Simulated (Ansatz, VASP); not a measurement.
## Ba2SnC6 in VASP and in Ansatz

```
Ba Sn C
1.0
     6.08581    0.00000    0.00000
     0.00000    6.08581    0.00000
     0.00000    0.00000    6.75047
Ba Sn C
2 1 6
Direct
  0.00000 0.50000 0.50000
  0.50000 0.00000 0.50000
  0.50000 0.50000 0.00000
  0.00000 0.50000 0.90621
  0.50000 0.00000 0.90621
  0.00000 0.50000 0.09379
  0.50000 0.00000 0.09379
  0.50000 0.50000 0.59368
  0.50000 0.50000 0.40632
```

Alike in both runs: functional PBE; k mesh 6 × 6 × 6; occupations gaussian, width 0.1 eV; no spin polarisation.

Ansatz relaxed the structure, and its values are those at the end. VASP's run is a single point on that final structure, the one shown.

```csv
,VASP,Ansatz
version,VASP 6.6.1,Ansatz 0.2.0
potentials or method,"VASP PAW PBE potentials, release 64 (Ba_sv, Sn_d, C), cutoff 520 eV","scalar-relativistic, plane waves, PAW"
valence electrons in the cell,58,58
```

```csv
,VASP,Ansatz,Ansatz less VASP
gap on the k mesh at the Fermi level (eV),none,none,-
pressure (GPa),0.5,0.0,-0.50
rms of the force components (eV/Å),0.040,0.002,-0.0378
```

A gap of «none» marks a metal or a gap that the smearing closes.

Spin-orbit coupling is off throughout.
